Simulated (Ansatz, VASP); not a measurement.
# Nb: VASP beside Ansatz

INCAR

```
SYSTEM = Nb
PREC = Accurate
ENCUT = 520
EDIFF = 1E-7
ISMEAR = -1
SIGMA = 0.1
LREAL = .False.
LASPH = .True.
NELM = 60
ALGO = Normal
ISIF = 2
LWAVE = .False.
LCHARG = .False.
GGA = PE
NBANDS = 12
```

KPOINTS

```
Automatic mesh
0
Gamma
  13 13 13
  0 0 0
```

File POSCAR:

```
Nb
1.0
    2.6459729525      0.0000000000      0.0000000000
    0.0000000000      2.6459729525      0.0000000000
    0.0000000000      0.0000000000      2.6459729525
Nb
1
Direct
    0.0000000000      0.0000000000      0.0000000000
```

Input for Ansatz:

```yaml
crystal:
  lattice:
    - [2.6459729525, 0.0, 0.0]
    - [0.0, 2.6459729525, 0.0]
    - [0.0, 0.0, 2.6459729525]
  atoms:
    - { symbol: Nb, position: [0.0, 0.0, 0.0] }
hamiltonian:
  xc: pbe
  pseudopotentials:
    kind: paw
    azcp:
      Nb: "pseudopotentials/Nb.paw.azcp"
basis:
  ecutwfc: 420
  fft_grid_basis: typed
kpoints:
  mp_grid: { grid: [13, 13, 13], shift: [0, 0, 0] }
magnetization:
  spin_polarized: false
scf:
  occupations: { method: fermi_dirac, width: 0.1 }
  lower_state_search: "off"
output:
  stress: true
```

Alike in both runs: task single point; functional PBE; k mesh 13 × 13 × 13; occupations fermi-dirac, width 0.1 eV; no spin polarisation.

```csv
,VASP,Ansatz
version,VASP 6.6.1,Ansatz 0.2.0
potentials or method,"VASP PAW PBE potentials, release 64 (Nb_sv), cutoff 520 eV","plane waves (420 eV) with PAW, scalar-relativistic"
valence electrons in the cell,13,13
```

Ansatz gave:

```
pressure (GPa) : 12.4
```

What did VASP give for the same quantities?

Pressure (GPa): 12.2.
